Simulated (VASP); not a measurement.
Crystal: CoSi2.

```xyz
3
Lattice="0.0000 2.6825 2.6825 2.6825 0.0000 2.6825 2.6825 2.6825 0.0000" Properties=species:S:1:pos:R:3 pbc="T T T"
Co    0.0000    0.0000    0.0000
Si    1.3413    1.3413    1.3413
Si    4.0237    4.0237    4.0237
```

Base run:

| Property | Result |
| --- | --- |
| Program | VASP 6.6.1 |
| Functional | PBE |
| Potentials or basis | VASP PAW PBE potentials, release 64 (Co, Si) |
| Cutoff | 600 eV |
| k mesh | 6 × 6 × 6 |
| Occupations | gaussian, width 0.1 eV |
| Spin | no spin polarisation |

Its results: pressure -0.7 GPa.

Problem. After a change of settings the same cell gave: pressure -5.3 GPa. Which change was it?
A. cutoff from 600 eV to 520 eV; occupations from gaussian, width 0.1 eV to methfessel-paxton, width 0.29 eV; hubbard terms from none to Co d U = 6.4 eV
B. k mesh from 6 × 6 × 6 to 2 × 2 × 2; occupations from gaussian, width 0.1 eV to methfessel-paxton, width 0.136057 eV
C. cutoff from 600 eV to 520 eV
D. functional from PBE to PBEsol; cutoff from 600 eV to 520 eV

Solution. D.

PBEsol binds more tightly than PBE, so the same cell stands under less pressure.

Caveats: the PAW data sets were made with another functional, which shifts forces and pressure a little (some runs).
